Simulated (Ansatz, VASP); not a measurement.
## One calculation of PbF2, two programs

```
CELL_PARAMETERS angstrom
0.00000 2.96366 2.96366
2.96366 0.00000 2.96366
2.96366 2.96366 0.00000
ATOMIC_POSITIONS crystal
Pb 0.00000 0.00000 0.00000
F 0.25000 0.25000 0.25000
F 0.75000 0.75000 0.75000
```

Alike in both runs: task single point; functional LDA; k mesh 6 × 6 × 6; no spin polarisation.

|  | VASP | Ansatz |
| --- | --- | --- |
| version | VASP 6.6.1 | Ansatz 0.2.0 |
| potentials or method | VASP PAW LDA potentials, release 64 (Pb_d, F), cutoff 520 eV | all-electron (LAPW or listed datasets) |
| occupations | gaussian, width 0.01 eV | fixed |

Ansatz gave:

- gap on the k mesh at the Fermi level (eV): 4.27
- pressure (GPa): -4.5

Question: Estimate VASP's values.

Answer: gap on the k mesh at the Fermi level (eV): 4.24; pressure (GPa): -4.5.

LDA's correlation is that of Perdew and Zunger in VASP and of Perdew and Wang (1992) in Ansatz. Ansatz ran all-electron here, and VASP with PAW potentials.

Neither program's run includes spin-orbit coupling.
